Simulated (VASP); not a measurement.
Runs of VASP 6.6.1 on KF. The structure is cubic, space group Fm-3m (No. 225). The conventional cell has a = 5.347 Å, b = 5.347 Å, c = 5.347 Å, α = 90.00°, β = 90.00°, γ = 90.00°. Within 3.5 Å of K (site symmetry m-3m) lie 6 F at 2.67 Å. Within 3.5 Å of F (site symmetry m-3m) lie 6 K at 2.67 Å. 

| level | grid for exact exchange (PRECFOCK) | share of exact exchange | screening parameter | gap on the mesh (eV) | pressure (GPa) |
| --- | --- | --- | --- | --- | --- |
| PBE-based screened hybrid with 45 % exact exchange | Normal | 0.45 | 0.3 1/Å | (a) | -0.2 |
| HF | Normal | 1 | - | 17.48 | 1.6 |
| PBE-based screened hybrid with 50 % exact exchange | Normal | 0.5 | 0.20787 1/Å | (b) | -0.3 |
| PBE0 | Normal | 0.25 | - | 8.94 | 0.4 |
| PBE | - | - | - | (c) | 1.4 |

Alike in all rows: task single point; potentials or basis VASP PAW PBE potentials, release 64 (K_sv, F); no spin polarisation; cell as given; k mesh 4 × 4 × 4; cutoff (eV) 520; smearing gaussian 0.05 eV.

Question: Estimate the missing entries.

Answer: (a) 9.30; (b) 10.22; (c) 6.16.

Caveats: all runs use coarse meshes; the PAW data sets were made with another functional, which shifts forces and pressure a little (at least some runs).

